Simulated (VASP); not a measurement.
**NaF: G0W0 quasiparticle levels with PBE**

NaF:

```
CELL_PARAMETERS angstrom
2.79349 0.00000 0.00000
0.00000 2.79349 0.00000
0.00000 0.00000 2.79349
ATOMIC_POSITIONS crystal
Na 0.00000 0.00000 0.00000
F 0.50000 0.50000 0.50000
```

```yaml
Program: VASP 6.6.1
Task: G0W0 quasiparticle levels
Functional: PBE
Potentials_or_basis: VASP PAW PBE potentials, release 64 (Na_sv_GW, F_GW)
Cutoff: 500 eV
k_mesh: 4 × 4 × 4
Occupations: gaussian, width 0.01 eV
Spin: no spin polarisation
Dipole_correction: no
GW_scheme: G0W0
GW_iterations: 1
Cutoff_of_the_response_function: 80
Frequency_points: 96
Empty_bands: 35
Further_INCAR_settings: ALGO = EVGW0; EDIFF = 1e-08; NBANDS = 43
```

| Property | Result |
| --- | --- |
| Quasiparticle gap | 10.31 eV |
| Least direct quasiparticle gap | 10.69 eV |
| Band gap of the starting levels on the mesh | 6.13 eV |
| Least direct gap of the starting levels on the mesh | 6.46 eV |

It took 27 s on 1 thread of AMD EPYC 9R45 96-Core Processor (Zen 5), on a shared host, peak memory 0.17 GiB.

Caveat: the k points lie up to 0.56 Å⁻¹ apart; bands, screening cutoff and mesh are small and nothing is extrapolated, so the quasiparticle values aren't converged; the structure was generated, so it needn't be the stable form of NaF.
